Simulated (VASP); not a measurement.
A run of VASP 6.6.1:

File INCAR:

```
ALGO = Normal ; EDIFF = 1E-6
ENCUT = 520 ; GGA = CA
ISIF = 2 ; ISMEAR = 0
LASPH = True ; LCHARG = False
LREAL = False ; LWAVE = False
NBANDS = 8 ; NELM = 60
PREC = Accurate ; SIGMA = 0.15
```

KPOINTS

```
k-points
0
Gamma
  36 36 14
```

The input POSCAR:

```
B
1.0
    1.5598723450      0.0000000000      0.0000000000
   -0.7799361725      1.3508890774      0.0000000000
    0.0000000000      0.0000000000      4.3302918485
B
1
Direct
    0.0000000000      0.0000000000      0.0000000000
```

Potentials or basis: VASP PAW LDA potentials, release 64 (B).

Launch:

```sh
$ cat potpaw_LDA.64/B/POTCAR > POTCAR
$ mpirun -np 1 vasp_std > vasp.out
```

Hardware: 1 thread of Intel Xeon 8259CL, on a shared host.

Q: Estimate the wall time of this run.

A: Run time: 43 s on 1 thread of Intel Xeon 8259CL, with other jobs on the host, peak memory 0.16 GiB. Counts: scf iterations 11, k points 1016.
